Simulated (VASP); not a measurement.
Wanted: the native input for a VASP 6.6.1 run.

```yaml
Task: single point
Functional: PBE
Potentials_or_basis: VASP PAW PBE potentials, release 64 (Dy_3, H), 4f in core
Cutoff: 500 eV
k_mesh: 7 × 7 × 3
Occupations: gaussian, width 0.2 eV
Spin: no spin polarisation
Dipole_correction: no
Mended: yes
Further_INCAR_settings: ALGO = Normal; EDIFF = 1e-06; NBANDS = 16
```

The structure of Dy2H lies in POSCAR:

```
Dy2H
1.0
    3.4176260630      0.0000000000      0.0000000000
   -1.7088130315      2.9597509912      0.0000000000
    0.0000000000      0.0000000000      7.3972990184
Dy H
2 1
Direct
    0.0000000000      0.0000000000      0.8005103322
    0.0000000000      0.0000000000      0.2573124696
    0.0000000000      0.0000000000      0.5289353482
```

The cell was built from a structure type or drawn by symmetry, and may not be a known phase.

The input as run:

INCAR

```
SYSTEM = Dy2H
PREC = Accurate
ENCUT = 500
EDIFF = 1E-6
ISMEAR = 0
SIGMA = 0.2
LREAL = .FALSE.
LASPH = .TRUE.
NELM = 200
ALGO = Normal
ISIF = 2
LWAVE = .FALSE.
LCHARG = .FALSE.
GGA = PE
NBANDS = 16
GGA_COMPAT = .FALSE.
LMAXMIX = 6
```

KPOINTS

```
regular mesh
0
G
  7 7 3
  0 0 0
```

Potentials or basis: VASP PAW PBE potentials, release 64 (Dy_3, H), 4f in core.

Command:

```bash
$ cat potpaw_PBE.64/Dy_3/POTCAR potpaw_PBE.64/H/POTCAR > POTCAR
$ mpirun -np 1 vasp_std > vasp.out
```

It gave:

| Item | Value |
| --- | --- |
| Pressure | 0.4 GPa |
| Largest force | 0.052 eV/Å |
| Band gap on the k mesh | zero (an odd number of electrons rules out a gap without spin polarisation) |

Caveat: spin-orbit coupling is left out, which moves the levels of the heavy elements; the 4f electrons are frozen in the core, so they carry no moment and show no levels.

Wall time 14 s on 1 thread of AMD EPYC 9R45 96-Core Processor (Zen 5), on a shared host, peak memory 0.17 GiB.
